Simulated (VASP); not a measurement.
# AlN (F-43m) in VASP: further runs

The runs below take AlN through single point, with PBEsol.

Program: VASP 6.6.1. These are calculated values, not measurements. Logs are shortened: lines on timing, memory, paths and dates and some standing lists are left out, and cuts for length are marked.

## 1. The cell of the first run

Symmetry: F-43m, No. 216, cubic system. Conventional cell: a = 4.377 Å, b = 4.377 Å, c = 4.377 Å, α = 90.00°, β = 90.00°, γ = 90.00°. Within 2.5 Å of Al (site symmetry -43m) lie 4 N at 1.90 Å. N (site symmetry -43m) has 4 Al at 1.90 Å within 2.5 Å.

## 2. Single point, PBEsol

INCAR reads:

```
SYSTEM = AlN
ALGO = Normal ; EDIFF = 1E-6
ENCUT = 520 ; GGA = PS
ISIF = 2 ; ISMEAR = 0
LASPH = .True. ; LCHARG = .False.
LREAL = .False. ; LWAVE = .False.
NBANDS = 11 ; NELM = 100
PREC = Accurate ; SIGMA = 0.01
```

KPOINTS reads:

```
k-points
0
Gamma
  8 8 8
  0 0 0
```

POSCAR reads:

```
AlN
1.0
    0.0000000000      2.1886778373      2.1886778373
    2.1886778373      0.0000000000      2.1886778373
    2.1886778373      2.1886778373      0.0000000000
Al N
1 1
Direct
    0.0000000000      0.0000000000      0.0000000000
    0.2500000000      0.2500000000      0.2500000000
```

Potentials or basis: VASP PAW PBE potentials, release 64 (Al, N).

On the command line:

```
$ cat potpaw_PBE.64/Al/POTCAR potpaw_PBE.64/N/POTCAR > POTCAR
$ mpirun -np 1 vasp_std > vasp.out
```

OUTCAR:

```text
SYSTEM = AlN
   EDIFF = 1E-6
   ENCUT = 520
   GGA = PS
   ISIF = 2
   ISMEAR = 0
   LASPH = .True.
   LREAL = .False.
   NELM = 100
   PREC = Accurate

 ion  position               nearest neighbor table
   1  0.000  0.000  0.000-   2 1.90   2 1.90   2 1.90   2 1.90
   2  0.250  0.250  0.250-   1 1.90   1 1.90   1 1.90   1 1.90

  LATTYP: Found a face centered cubic cell.
 ALAT       =     4.3773556746

  Lattice vectors:

 A1 = (   0.0000000000,   2.1886778373,   2.1886778373)
 A2 = (   2.1886778373,   0.0000000000,   2.1886778373)
 A3 = (   2.1886778373,   2.1886778373,   0.0000000000)

Analysis of symmetry for initial positions (statically):
=====================================================================
 Subroutine PRICEL returns:
 Original cell was already a primitive cell.

 Routine SETGRP: Setting up the symmetry group for a
 face centered cubic supercell.

 Subroutine GETGRP returns: Found 24 space group operations
 (whereof 24 operations were pure point group operations)
 out of a pool of 48 trial point group operations.

The static configuration has the point symmetry T_d .

Analysis of symmetry for dynamics (positions and initial velocities):
=====================================================================
 Subroutine PRICEL returns:
 Original cell was already a primitive cell.

 Routine SETGRP: Setting up the symmetry group for a
 face centered cubic supercell.

 Subroutine GETGRP returns: Found 24 space group operations
 (whereof 24 operations were pure point group operations)
 out of a pool of 48 trial point group operations.

The dynamic configuration has the point symmetry T_d .

 Subroutine INISYM returns: Found 24 space group operations
 (whereof 24 operations are pure point group operations),
 and found     1 'primitive' translations

----------------------------------------------------------------------------------------

                                     Primitive cell

  volume of cell :      20.9689

  direct lattice vectors                    reciprocal lattice vectors
     0.000000000  2.188677837  2.188677837    -0.228448423  0.228448423  0.228448423
     2.188677837  0.000000000  2.188677837     0.228448423 -0.228448423  0.228448423
     2.188677837  2.188677837  0.000000000     0.228448423  0.228448423 -0.228448423

  length of vectors
     3.095257881  3.095257881  3.095257881     0.395684275  0.395684275  0.395684275

  position of ions in fractional coordinates (direct lattice)
     0.000000000  0.000000000  0.000000000
     0.250000000  0.250000000  0.250000000

  ion indices of the primitive-cell ions
   primitive index   ion index
                 1           1
                 2           2

----------------------------------------------------------------------------------------

 KPOINTS: k-points

Automatic generation of k-mesh.
 Grid dimensions read from file:
 generate k-points for:    8    8    8

 Generating k-lattice:

  Cartesian coordinates                     Fractional coordinates (reciprocal lattice)
    -0.028556053  0.028556053  0.028556053     0.125000000  0.000000000  0.000000000
     0.028556053 -0.028556053  0.028556053     0.000000000  0.125000000  0.000000000
     0.028556053  0.028556053 -0.028556053     0.000000000  0.000000000  0.125000000

  Length of vectors
     0.049460534  0.049460534  0.049460534

  Shift w.r.t. Gamma in fractional coordinates (k-lattice)
     0.000000000  0.000000000  0.000000000

 Subroutine IBZKPT returns following result:
 ===========================================

 Found     29 irreducible k-points:

 Following reciprocal coordinates:
            Coordinates               Weight
  0.000000  0.000000  0.000000      1.000000
  0.125000  0.000000  0.000000      8.000000
  0.250000  0.000000  0.000000      8.000000
  0.375000  0.000000  0.000000      8.000000
  0.500000  0.000000  0.000000      4.000000
  0.125000  0.125000  0.000000      6.000000
[... 16 lines left out ...]
  0.500000  0.250000  0.125000     48.000000
 -0.375000  0.250000  0.125000     24.000000
 [... further k-points ...]
   k-points           NKPTS =     29   k-points in BZ     NKDIM =     29   number of bands    NBANDS=     11
   number of dos      NEDOS =    301   number of ions     NIONS =      2
   total plane-waves  NPLWV =  13824
   dimension x,y,z NGX =    24 NGY =   24 NGZ =   24
   dimension x,y,z NGXF=    48 NGYF=   48 NGZF=   48
   ions per type =               1   1
   NGX,Y,Z   is equivalent  to a cutoff of  12.89, 12.89, 12.89 a.u.
   NGXF,Y,Z  is equivalent  to a cutoff of  25.78, 25.78, 25.78 a.u.
 SYSTEM =  AlN
   PREC   = accura    normal or accurate (medium, high low for compatibility)
   ISTART =      0    job   : 0-new  1-cont  2-samecut
   ICHARG =      2    charge: 1-file 2-atom 10-const
   ISPIN  =      1    spin polarized calculation?
   LNONCOLLINEAR =      F non collinear calculations
   LSORBIT =      F    spin-orbit coupling
   LASPH  =      T    aspherical Exc in radial PAW
   ENCUT  =  520.0 eV  38.22 Ry    6.18 a.u.   5.76  5.76  5.76*2*pi/ulx,y,z
   NELM   =    100;   NELMIN=  2; NELMDL= -5     # of ELM steps
   EDIFF  = 0.1E-05   stopping-criterion for ELM
   LREAL  =      F    real-space projection
   EDIFFG = 0.1E-04   stopping-criterion for IOM
   NSW    =      0    number of steps for IOM
   IBRION =     -1    ionic relax: 0-MD 1-quasi-New 2-CG
   NFREE  =      0    steps in history (QN), initial steepest desc. (CG)
   ISIF   =      2    stress and relaxation
   ISYM   =      2    0-nonsym 1-usesym 2-fastsym
   POTIM  = 0.5000    time-step for ionic-motion
   TEBEG  =    0.0;   TEEND  =   0.0 temperature during run
   PSTRESS=    0.0 pullay stress
   NELECT =       8.0000    total number of electrons
   NUPDOWN=      -1.0000    fix difference up-down
   EMIN   =  10.00;   EMAX   =-10.00  energy-range for DOS
   EFERMI =   0.00;   METHOD = LEGACY
   ISMEAR =     0;   SIGMA  =   0.01  broadening in eV -4-tet -1-fermi 0-gaus
   EFERMI_NEDOS =   21; number of points for ismear=-14 and -15
   IALGO  =     38    algorithm
   IMIX   =      4    mixing-type and parameters
     AMIX     =   0.40;   BMIX     =  1.00
     AMIX_MAG =   1.60;   BMIX_MAG =  1.00
  volume/ion in A,a.u.               =      10.48        70.75
  Fermi-wavevector in a.u.,A,eV,Ry     =   1.187352  2.243771 19.181573  1.409806
  Thomas-Fermi vector in A             =   2.323506
   LORBIT       =      0    0 simple, 1 ext, 2 COOP (PROOUT), +10 PAW based schemes
   GGA     = PS    functional components
   LHFCALC =     F    Hartree Fock is set to
   AEXX    =    0.0000 exact exchange contribution
   IVDW    =     0    specifies the selected vdW correction
   LEPSILON=     F    determine dielectric tensor
   LRPA    =     F    only Hartree local field effects (RPA)
 non-spin polarized calculation
 Gauss-broadening in eV      SIGMA  =   0.01
  energy-cutoff  :      520.00
  volume of cell :       20.97
 maximum number of plane-waves:       588
   NGX = 11   NGY = 11   NGZ = 11

 number of electron       8.0000000 magnetization

 Free energy of the ion-electron system (eV)
  ---------------------------------------------------
  ext. energy  EPLUGINS =         0.00000000
  ---------------------------------------------------
  free energy    TOTEN  =       -15.61122770 eV

  energy without entropy =      -15.61122770  energy(sigma->0) =      -15.61122770

 E-fermi :   5.9844     XC(G=0): -11.1010

 val. band max:        5.8179208426   @ k =   0.0000   0.0000   0.0000
 cond. band min:       9.0015380622   @ k =   0.5000   0.5000   0.0000
 fundamental gap:      3.1836172196
 Fermi energy:         5.9843651101

 k-point     1 :       0.0000    0.0000    0.0000
  band No.  band energies     occupation
      1      -9.1029      2.00000
      2       5.8179      2.00000
      3       5.8179      2.00000
      4       5.8179      2.00000
      5       9.8941      0.00000
      6      18.2236      0.00000
      7      18.2236      0.00000
      8      18.2236      0.00000
      9      23.3539      0.00000
     10      23.3539      0.00000
     11      24.6938      0.00000

 k-point     2 :       0.1250    0.0000    0.0000
  band No.  band energies     occupation
      1      -8.8750      2.00000
      2       4.6268      2.00000
      3       5.7389      2.00000
      4       5.7389      2.00000
      5      10.8413      0.00000
      6      17.6479      0.00000
      7      18.3957      0.00000
      8      18.3957      0.00000
      9      21.8002      0.00000
     10      21.8002      0.00000
     11      23.6260      0.00000

 k-point     3 :       0.2500    0.0000    0.0000
  band No.  band energies     occupation
      1      -8.2484      2.00000
      2       2.5392      2.00000
      3       5.5612      2.00000
      4       5.5612      2.00000
      5      12.1491      0.00000
      6      16.6339      0.00000
      7      17.9906      0.00000
      8      17.9906      0.00000
      9      21.9220      0.00000
     10      21.9220      0.00000
     11      22.8250      0.00000

 k-point     4 :       0.3750    0.0000    0.0000
  band No.  band energies     occupation
      1      -7.4536      2.00000
      2       0.7118      2.00000
      3       5.3995      2.00000
      4       5.3995      2.00000
      5      12.8550      0.00000
      6      15.8496      0.00000
      7      17.1505      0.00000
      8      17.1505      0.00000
      9      23.1139      0.00000
     10      23.9377      0.00000
     11      23.9377      0.00000
[... 239 lines left out ...]
 k-point    22 :       0.3750    0.2500    0.1250
  band No.  band energies     occupation
      1      -7.7439      2.00000
      2       2.2360      2.00000
      3       4.3306      2.00000
      4       5.2120      2.00000
      5      12.5027      0.00000
      6      16.1906      0.00000
      7      16.5084      0.00000
      8      18.9426      0.00000
      9      20.2978      0.00000
     10      24.7465      0.00000
     11      27.2422      0.00000

 k-point    23 :       0.5000    0.2500    0.1250
  band No.  band energies     occupation
      1      -7.0578      2.00000
      2       1.1716      2.00000
      3       3.7347      2.00000
      4       4.8811      2.00000
      5      12.7330      0.00000
      6      15.3000      0.00000
      7      17.1985      0.00000
      8      18.5474      0.00000
      9      21.6779      0.00000
     10      25.2592      0.00000
     11      27.3663      0.00000

 k-point    24 :      -0.3750    0.2500    0.1250
  band No.  band energies     occupation
      1      -6.7158      2.00000
      2       0.6478      2.00000
      3       3.5797      2.00000
      4       4.6930      2.00000
      5      12.7875      0.00000
      6      14.9166      0.00000
      7      17.8323      0.00000
      8      18.3512      0.00000
      9      22.8015      0.00000
     10      24.3897      0.00000
     11      27.6256      0.00000

 [... further k-points ...]
[... 5 lines left out ...]
  --------------------------------------------------------------------------------------
  -------------------------------------------------------------------------------------
  Total        0.0014717      0.0014717      0.0014717     -0.0000000      0.0000000     -0.0000000
  in kB        0.1124510      0.1124510      0.1124510     -0.0000000      0.0000000     -0.0000000
  external PRESSURE =       0.1124510 kB  Pullay stress =       0.0000000 kB

 VOLUME and BASIS-vectors are now :
 -----------------------------------------------------------------------------
  energy-cutoff  :      520.00
  volume of cell :       20.97
      direct lattice vectors                 reciprocal lattice vectors
     0.000000000  2.188677837  2.188677837    -0.228448423  0.228448423  0.228448423
     2.188677837  0.000000000  2.188677837     0.228448423 -0.228448423  0.228448423
     2.188677837  2.188677837  0.000000000     0.228448423  0.228448423 -0.228448423

 POSITION                                       TOTAL-FORCE (eV/Angst)
 -----------------------------------------------------------------------------------
      0.00000      0.00000      0.00000         0.000000      0.000000      0.000000
      1.09434      1.09434      1.09434        -0.000000     -0.000000     -0.000000
 -----------------------------------------------------------------------------------
    total drift:                                0.000000      0.000000      0.000000

  FREE ENERGIE OF THE ION-ELECTRON SYSTEM (eV)
  ---------------------------------------------------
  free  energy   TOTEN  =       -15.6112276978 eV

  energy  without entropy=      -15.6112276978  energy(sigma->0) =      -15.61122770
```

It took 2.6 s on 1 thread of Intel Xeon 6975P-C (Granite Rapids), shared host; peak memory 0.13 GiB.

Results:

```
Free energy            : -15.6112 eV
Pressure               : 0.0 GPa
Band gap on the k mesh : 3.18 eV, indirect (least direct gap 4.08 eV)
```

Levels at points of the mesh, in eV from the valence-band top:
```csv
k point,band 1,band 2,band 3,band 4,band 5,band 6,band 7,band 8,band 9
"(0.00, 0.00, 0.00)",-14.92,0.00,0.00,0.00,4.08,12.41,12.41,12.41,17.54
"(0.50, 0.00, 0.00)",-12.86,-5.89,-0.48,-0.48,7.23,9.72,11.00,11.00,17.74
"(0.50, 0.50, 0.00)",-12.22,-4.93,-1.78,-1.78,3.18,8.44,13.79,15.55,15.55
```

Caveat: the PAW data sets were made with another functional, which shifts forces and pressure a little.

## 3. Single point, PBEsol

INCAR reads:

```
PREC     = Accurate       # precision mode
ENCUT    = 520            # plane-wave cutoff, eV
EDIFF    = 1E-6           # SCF threshold, eV
ISMEAR   = 0              # smearing method
SIGMA    = 0.01           # smearing width, eV
LREAL    = False          # projectors in reciprocal space
LASPH    = True           # aspherical terms in the spheres
NELM     = 80             # most SCF steps
ALGO     = Normal         # electronic algorithm
ISIF     = 2              # what is computed and relaxed
LWAVE    = False          # write WAVECAR
LCHARG   = False          # write CHGCAR
GGA      = PS             # functional
NBANDS   = 11             # bands
```

KPOINTS reads:

```
Automatic mesh
0
Gamma
  8 8 8
```

POSCAR is that of step 2.

Potentials or basis: VASP PAW PBE potentials, release 64 (Al, N).

On the command line:

```
$ cat potpaw_PBE.64/Al/POTCAR potpaw_PBE.64/N/POTCAR > POTCAR
$ mpirun -np 1 vasp_std > vasp.out
```

It took 2.5 s on 1 thread of Intel Xeon 6975P-C (Granite Rapids), shared host; peak memory 0.13 GiB.

It converged, with:

```yaml
Free_energy: -15.6112 eV
Pressure: 0.0 GPa
Band_gap_on_the_k_mesh: 3.18 eV, indirect (least direct gap 4.08 eV)
```

Levels at points of the mesh, in eV from the valence-band top:
```tsv
k point	band 1	band 2	band 3	band 4	band 5	band 6	band 7	band 8
(0.00, 0.00, 0.00)	-14.92	0.00	0.00	0.00	4.08	12.41	12.41	12.41
(0.50, 0.00, 0.00)	-12.86	-5.89	-0.48	-0.48	7.23	9.72	11.00	11.00
(0.50, 0.50, 0.00)	-12.22	-4.93	-1.78	-1.78	3.18	8.44	13.79	15.55
```

Caveat: the PAW data sets were made with another functional, which shifts forces and pressure a little.
